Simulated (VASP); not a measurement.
The system is Ru.

```
CELL_PARAMETERS angstrom
-1.50203 1.50203 1.50203
1.50203 -1.50203 1.50203
1.50203 1.50203 -1.50203
ATOMIC_POSITIONS crystal
Ru 0.00000 0.00000 0.00000
```

| Quantity | Value |
| --- | --- |
| Program | VASP 6.6.1 |
| Task | relaxation of cell and atoms |
| Functional | revPBE |
| Potentials or basis | VASP PAW PBE potentials, release 64 (Ru_pv) |
| Cutoff | 600 eV |
| k mesh | 15 × 15 × 15 |
| Occupations | fermi-dirac, width 0.1 eV |
| Spin | no spin polarisation |

At the start: pressure 18.8 GPa; volume 13.55 Å³/atom.

**Question.** Where does the relaxation end?

**Answer.** Over 4 steps the energy falls by 46.9 meV/atom and the volume is 14.41 Å³/atom (+6.3 %); space group Im-3m (No. 229, to 0.05 Å).

The path:
```
step  energy change (eV)  largest force (eV/Å)  pressure (GPa)  volume (Å³)
   1              0.0000                0.0000           18.83        13.55
   2              0.2190                0.0000          -28.62        16.93
   3             -0.0467                0.0000           -1.03        14.46
   4             -0.0469                0.0000           -0.10        14.41
```

Final structure:
```yaml
crystal:
  lattice:
    - [-1.53292, 1.53292, 1.53292]
    - [1.53292, -1.53292, 1.53292]
    - [1.53292, 1.53292, -1.53292]
  atoms:
    - { symbol: Ru, position: [0.00000, 0.00000, 0.00000] }
```

Caveat: the PAW data sets were made with another functional, which shifts forces and pressure a little.
